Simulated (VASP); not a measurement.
Input of a VASP 6.6.1 run:

The input INCAR:

```
SYSTEM = Br
ALGO = Normal
EDIFF = 1E-7
ENCUT = 520
GGA = PE
ISIF = 2
ISMEAR = -1
LASPH = .True.
LCHARG = .False.
LREAL = .False.
LWAVE = .False.
NBANDS = 14
NELM = 60
PREC = Accurate
SIGMA = 0.05
```

Contents of KPOINTS:

```
k-points
0
Gamma
  11 11 11
  0 0 0
```

File POSCAR:

```
Br
1.0
    0.0000000000      3.5019060821      3.5019060821
    3.5019060821      0.0000000000      3.5019060821
    3.5019060821      3.5019060821      0.0000000000
Br
2
Direct
    0.0000000000      0.0000000000      0.0000000000
    0.2500000000      0.2500000000      0.2500000000
```

Potentials or basis: VASP PAW PBE potentials, release 64 (Br).

The run is started by

```bash
$ cat potpaw_PBE.64/Br/POTCAR > POTCAR
$ mpirun -np 1 vasp_std > vasp.out
```

Task: Predict the band gap on the k mesh.

Result: Zero (bands 7 and 8 overlap by 1.18 eV).

Task: Estimate the pressure.

Result: 0.0 GPa.
